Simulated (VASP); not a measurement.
# HRh16 (a cell with a defect) in VASP: further runs, part 2 of 2

VASP 6.6.1. The steps go on from the part before.

### Step 3. Single point, PBE

INCAR reads:

```
PREC = Accurate
ENCUT = 520
EDIFF = 1E-6
ISMEAR = 1
SIGMA = 0.1
LREAL = Auto
LASPH = T
NELM = 100
ALGO = Normal
ISIF = 2
LWAVE = F
LCHARG = F
GGA = PE
NBANDS = 134
```

KPOINTS reads:

```
Automatic mesh
0
Gamma
  3 3 3
```

POSCAR reads:

```
HRh16
1.0
   -3.8296348800      3.8296348800      3.8296348800
    3.8296348800     -3.8296348800      3.8296348800
    3.8296348800      3.8296348800     -3.8296348800
Rh H
16 1
Direct
   -0.0008120879      0.0007260483      0.0006114160
   -0.0008106517      0.2507248158      0.7506203829
   -0.0008062126      0.5007372922      0.5006207015
   -0.0008122184      0.7507266594      0.2506195839
    0.2491841990      0.0007196509      0.7506111131
    0.2445337557      0.2460712390      0.5006226599
    0.2445726628      0.5007439508      0.2459917275
    0.2491958189      0.7507279650      0.0006180746
    0.4991991560      0.0007282679      0.5006201792
    0.4992043785      0.2460995707      0.2459777575
    0.4991961531      0.5007314170      0.0006231665
    0.4992041173      0.7553663967      0.7552464114
    0.7491852591      0.0007238288      0.2506152754
    0.7491953123      0.2507300383      0.0006185968
    0.7538428833      0.5007402951      0.7552577702
    0.7537988843      0.7553349316      0.5006196570
    0.4988441614      0.5003283760      0.5005349231
```

Potentials or basis: VASP PAW PBE potentials, release 64 (Rh_pv, H).

Started as:

```
cat potpaw_PBE.64/Rh_pv/POTCAR potpaw_PBE.64/H/POTCAR > POTCAR
mpirun -np 1 vasp_std > vasp.out
```

OUTCAR:

```text
PREC = Accurate
   ENCUT = 520
   EDIFF = 1E-6
   ISMEAR = 1
   LREAL = Auto
   LASPH = T
   NELM = 100
   ISIF = 2
   GGA = PE

 ion  position               nearest neighbor table
   1  0.999  0.001  0.001-   2 2.71   5 2.71  14 2.71   8 2.71  13 2.71   4 2.71  12 2.71  15 2.71
                            16 2.71   6 2.71  10 2.71   7 2.71
   2  0.999  0.251  0.751-   6 2.68  15 2.68   7 2.68  16 2.68   1 2.71   9 2.71  14 2.71   5 2.71
                             8 2.71  13 2.71  11 2.71   3 2.71
   3  0.999  0.501  0.501-   5 2.71   4 2.71   8 2.71  14 2.71   2 2.71  13 2.71  15 2.71  10 2.71
                            16 2.71   6 2.71   7 2.71  12 2.71
   4  0.999  0.751  0.251-   6 2.68  15 2.68   7 2.68  16 2.68   3 2.71   5 2.71  11 2.71  14 2.71
                            13 2.71   1 2.71   8 2.71   9 2.71
   5  0.249  0.001  0.751-   6 2.68  10 2.68  12 2.68  16 2.68   3 2.71   4 2.71   1 2.71   8 2.71
                             2 2.71   9 2.71  14 2.71  11 2.71
   6  0.245  0.246  0.501-  17 1.95   5 2.68   2 2.68   4 2.68  13 2.68  11 2.71   3 2.71   9 2.71
                             1 2.71  12 2.76   7 2.76  15 2.76  10 2.76
   7  0.245  0.501  0.246-  17 1.95   8 2.68   4 2.68   2 2.68  14 2.68   9 2.71  11 2.71   3 2.71
                             1 2.71  16 2.76  12 2.76  10 2.76   6 2.76
   8  0.249  0.751  0.001-  15 2.68   7 2.68  10 2.68  12 2.68  13 2.71  11 2.71   3 2.71   5 2.71
                             9 2.71   2 2.71   1 2.71   4 2.71
   9  0.499  0.001  0.501-   2 2.71  13 2.71  14 2.71   8 2.71   5 2.71   4 2.71   7 2.71  12 2.71
                            16 2.71   6 2.71  15 2.71  10 2.71
  10  0.499  0.246  0.246-  17 1.95  14 2.68  13 2.68   5 2.68   8 2.68  11 2.71   3 2.71   9 2.71
                             1 2.71  16 2.76   7 2.76  15 2.76   6 2.76
  11  0.499  0.501  0.001-   4 2.71  13 2.71   8 2.71  14 2.71   2 2.71   5 2.71  10 2.71   7 2.71
                            16 2.71   6 2.71  12 2.71  15 2.71
  12  0.499  0.755  0.755-  17 1.95  14 2.68  13 2.68   5 2.68   8 2.68   1 2.71   9 2.71   3 2.71
                            11 2.71  16 2.76   7 2.76  15 2.76   6 2.76
  13  0.749  0.001  0.251-   6 2.68  10 2.68  12 2.68  16 2.68   8 2.71   9 2.71  11 2.71   4 2.71
                            14 2.71   2 2.71   1 2.71   3 2.71
  14  0.749  0.251  0.001-  10 2.68  12 2.68  15 2.68   7 2.68   2 2.71   1 2.71   4 2.71   9 2.71
                            11 2.71   3 2.71  13 2.71   5 2.71
  15  0.754  0.501  0.755-  17 1.95   8 2.68   4 2.68   2 2.68  14 2.68   1 2.71   3 2.71   9 2.71
                            11 2.71  16 2.76  12 2.76  10 2.76   6 2.76
  16  0.754  0.755  0.501-  17 1.95   5 2.68   4 2.68   2 2.68  13 2.68   1 2.71   3 2.71   9 2.71
                            11 2.71  12 2.76   7 2.76  15 2.76  10 2.76
  17  0.499  0.500  0.501-   6 1.95  10 1.95   7 1.95  15 1.95  12 1.95  16 1.95

  LATTYP: Found a body centered cubic cell.
 ALAT       =     7.6592697600

  Lattice vectors:

 A1 = (  -3.8296348800,   3.8296348800,   3.8296348800)
 A2 = (   3.8296348800,  -3.8296348800,   3.8296348800)
 A3 = (   3.8296348800,   3.8296348800,  -3.8296348800)

Analysis of symmetry for initial positions (statically):
=====================================================================
 Subroutine PRICEL returns:
 Original cell was already a primitive cell.

 Routine SETGRP: Setting up the symmetry group for a
 body centered cubic supercell.

 Subroutine GETGRP returns: Found  1 space group operations
 (whereof  1 operations were pure point group operations)
 out of a pool of 48 trial point group operations.

The static configuration has the point symmetry C_1 .

Analysis of symmetry for dynamics (positions and initial velocities):
=====================================================================
 Subroutine PRICEL returns:
[... 117 lines left out ...]
   NGXF,Y,Z  is equivalent  to a cutoff of  25.06, 25.06, 25.06 a.u.
 SYSTEM =  unknown system
   PREC   = accura    normal or accurate (medium, high low for compatibility)
   ISTART =      0    job   : 0-new  1-cont  2-samecut
   ICHARG =      2    charge: 1-file 2-atom 10-const
   ISPIN  =      1    spin polarized calculation?
   LNONCOLLINEAR =      F non collinear calculations
   LSORBIT =      F    spin-orbit coupling
   LASPH  =      T    aspherical Exc in radial PAW
   ENCUT  =  520.0 eV  38.22 Ry    6.18 a.u.  12.33 12.33 12.33*2*pi/ulx,y,z
   NELM   =    100;   NELMIN=  2; NELMDL= -5     # of ELM steps
   EDIFF  = 0.1E-05   stopping-criterion for ELM
   LREAL  =      T    real-space projection
   EDIFFG = 0.1E-04   stopping-criterion for IOM
   NSW    =      0    number of steps for IOM
   IBRION =     -1    ionic relax: 0-MD 1-quasi-New 2-CG
   NFREE  =      0    steps in history (QN), initial steepest desc. (CG)
   ISIF   =      2    stress and relaxation
   ISYM   =      2    0-nonsym 1-usesym 2-fastsym
   POTIM  = 0.5000    time-step for ionic-motion
   TEBEG  =    0.0;   TEEND  =   0.0 temperature during run
   PSTRESS=    0.0 pullay stress
   NELECT =     241.0000    total number of electrons
   NUPDOWN=      -1.0000    fix difference up-down
   EMIN   =  10.00;   EMAX   =-10.00  energy-range for DOS
   EFERMI =   0.00;   METHOD = LEGACY
   ISMEAR =     1;   SIGMA  =   0.10  broadening in eV -4-tet -1-fermi 0-gaus
   EFERMI_NEDOS =   21; number of points for ismear=-14 and -15
   IALGO  =     38    algorithm
   IMIX   =      4    mixing-type and parameters
     AMIX     =   0.40;   BMIX     =  1.00
     AMIX_MAG =   1.60;   BMIX_MAG =  1.00
  volume/ion in A,a.u.               =      13.22        89.18
  Fermi-wavevector in a.u.,A,eV,Ry     =   1.675855  3.166907 38.211833  2.808490
  Thomas-Fermi vector in A             =   2.760401
   LORBIT       =      0    0 simple, 1 ext, 2 COOP (PROOUT), +10 PAW based schemes
   GGA     = PE    functional components
   LHFCALC =     F    Hartree Fock is set to
   AEXX    =    0.0000 exact exchange contribution
   IVDW    =     0    specifies the selected vdW correction
   LEPSILON=     F    determine dielectric tensor
   LRPA    =     F    only Hartree local field effects (RPA)
 non-spin polarized calculation
 Methfessel and Paxton  Order N= 1 SIGMA  =   0.10
  energy-cutoff  :      520.00
  volume of cell :      224.66
 maximum number of plane-waves:      6056
 NGX is ok and might be reduce to    50
   NGX = 25   NGY = 25   NGZ = 25

 number of electron     241.0000019 magnetization

 Free energy of the ion-electron system (eV)
  ---------------------------------------------------
  ext. energy  EPLUGINS =         0.00000000
  ---------------------------------------------------
  free energy    TOTEN  =      -119.48648957 eV

  energy without entropy =     -119.46579241  energy(sigma->0) =     -119.47959051

 E-fermi :  11.6625     XC(G=0): -13.9415

 val. band max:       11.6621146644   @ k =   0.3333  -0.3333   0.0000
 cond. band min:      11.6736167842   @ k =  -0.3333   0.3333   0.3333
 fundamental gap:      0.0115021199
 Fermi energy:        11.6624929585

 k-point     1 :       0.0000    0.0000    0.0000
  band No.  band energies     occupation
      1     -35.3851      2.00000
      2     -35.3851      2.00000
      3     -35.3851      2.00000
      4     -35.2767      2.00000
      5     -35.2767      2.00000
      6     -35.2526      2.00000
[... 1879 lines left out ...]
    131      12.1346     -0.00000
    132      12.1614     -0.00000
 [bands above 132 left out]

------------------------ aborting loop because EDIFF is reached ----------------------------------------

  FORCE on cell =-STRESS in cart. coord.  units (eV):
  Direction    XX          YY          ZZ          XY          YZ          ZX
  --------------------------------------------------------------------------------------
  -------------------------------------------------------------------------------------
  Total        3.6602189      3.6658075      3.6659293      0.0020829     -0.0026595      0.0032359
  in kB       26.1027062     26.1425614     26.1434299      0.0148544     -0.0189662      0.0230764
  external PRESSURE =      26.1295658 kB  Pullay stress =       0.0000000 kB

 VOLUME and BASIS-vectors are now :
 -----------------------------------------------------------------------------
  energy-cutoff  :      520.00
  volume of cell :      224.66
      direct lattice vectors                 reciprocal lattice vectors
    -3.829634880  3.829634880  3.829634880     0.000000000  0.130560749  0.130560749
     3.829634880 -3.829634880  3.829634880     0.130560749  0.000000000  0.130560749
     3.829634880  3.829634880 -3.829634880     0.130560749  0.130560749  0.000000000

 POSITION                                       TOTAL-FORCE (eV/Angst)
 -----------------------------------------------------------------------------------
     -3.82140      3.82609      3.82696         0.001598     -0.000278     -0.000325
      0.00826      5.74095      1.91211         0.000547      0.000724      0.000562
      0.00829      3.82610      3.82699         0.001528     -0.000328     -0.000550
      0.00827      1.91130      5.74175         0.000529      0.000728      0.000606
      1.92304      3.82609     -1.91753        -0.001107      0.000259      0.000112
      1.92309      1.91131     -0.03836        -0.000469      0.000252     -0.009345
[... 9 lines left out ...]
      1.92307      1.91131      3.86224        -0.000898      0.000436      0.007285
      1.92255      1.91118      1.90960         0.000044      0.000407      0.002870
 -----------------------------------------------------------------------------------
    total drift:                                0.011396     -0.004068     -0.001135

  FREE ENERGIE OF THE ION-ELECTRON SYSTEM (eV)
  ---------------------------------------------------
  free  energy   TOTEN  =      -119.4864895668 eV

  energy  without entropy=     -119.4657924060  energy(sigma->0) =     -119.47959051
```

Run time: 18 min. Hardware: 1 thread of AMD EPYC 7R13 (Zen 3), shared host; peak memory 0.48 GiB.

Results:

| Property | Result |
| --- | --- |
| Free energy | -119.4865 eV |
| Pressure | 2.6 GPa |
| Largest force | 0.009 eV/Å |
| Band gap on the k mesh | zero (an odd number of electrons rules out a gap without spin polarisation) |

Forces on the atoms (eV/Å):
```
Rh   0.002  0.000  0.000
Rh   0.001  0.001  0.001
Rh   0.002  0.000 -0.001
Rh   0.001  0.001  0.001
Rh  -0.001  0.000  0.000
Rh   0.000  0.000 -0.009
Rh  -0.001 -0.009  0.000
Rh  -0.001  0.000  0.000
Rh   0.002  0.000  0.000
Rh  -0.009  0.000  0.000
Rh   0.002  0.000  0.000
Rh   0.009  0.000 -0.001
Rh  -0.001  0.000  0.000
Rh  -0.001  0.000  0.000
Rh  -0.001  0.007  0.000
Rh  -0.001  0.000  0.007
H    0.000  0.000  0.003
```

Levels at points of the mesh, in eV from the Fermi level:
| k point | band 116 | band 117 | band 118 | band 119 | band 120 | band 121 | band 122 | band 123 | band 124 | band 125 |
| --- | --- | --- | --- | --- | --- | --- | --- | --- | --- | --- |
| (0.00, 0.00, 0.00) | -1.04 | -1.04 | -1.03 | -1.03 | -1.03 | 0.43 | 0.43 | 0.46 | 0.88 | 0.88 |

Caveat: the k points lie up to 0.39 Å⁻¹ apart, too coarse for converged energies and pressures of a metal.
